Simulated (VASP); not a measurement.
The system is Mg2Sn.

```
Sn Mg
1.0
     0.00000    3.40731    3.40731
     3.40731    0.00000    3.40731
     3.40731    3.40731    0.00000
Sn Mg
1 2
Direct
  0.00000 0.00000 0.00000
  0.25000 0.25000 0.25000
  0.75000 0.75000 0.75000
```

* Program: VASP 6.6.1
* Task: relaxation of cell and atoms
* Functional: r2SCAN
* Potentials or basis: VASP PAW PBE potentials, release 64 (Sn_d, Mg)
* Cutoff: 660 eV
* k mesh: 6 × 6 × 6
* Occupations: fermi-dirac, width 0.02 eV
* Spin: no spin polarisation

At the start: pressure -1.3 GPa; volume 26.37 Å³/atom.

**Question.** How do energy, volume and symmetry change on relaxing?

**Answer.** Over 3 steps the energy falls by 3.1 meV/atom and the volume is 25.63 Å³/atom (-2.8 %); space group Fm-3m (No. 225, to 0.05 Å).

Step by step:
| step | energy change (eV) | largest force (eV/Å) | pressure (GPa) | volume (Å³) |
| --- | --- | --- | --- | --- |
| 1 | 0.0000 | 0.0000 | -1.26 | 79.12 |
| 2 | -0.0091 | 0.0000 | 0.07 | 76.76 |
| 3 | -0.0092 | 0.0000 | -0.01 | 76.88 |

Final structure:
```xyz
3
Lattice="0.0000 3.3748 3.3748 3.3748 0.0000 3.3748 3.3748 3.3748 0.0000" Properties=species:S:1:pos:R:3 pbc="T T T"
Sn    0.0000    0.0000    0.0000
Mg    1.6874    1.6874    1.6874
Mg    5.0623    5.0623    5.0623
```

Caveat: the PAW data sets were made with another functional, which shifts forces and pressure a little.
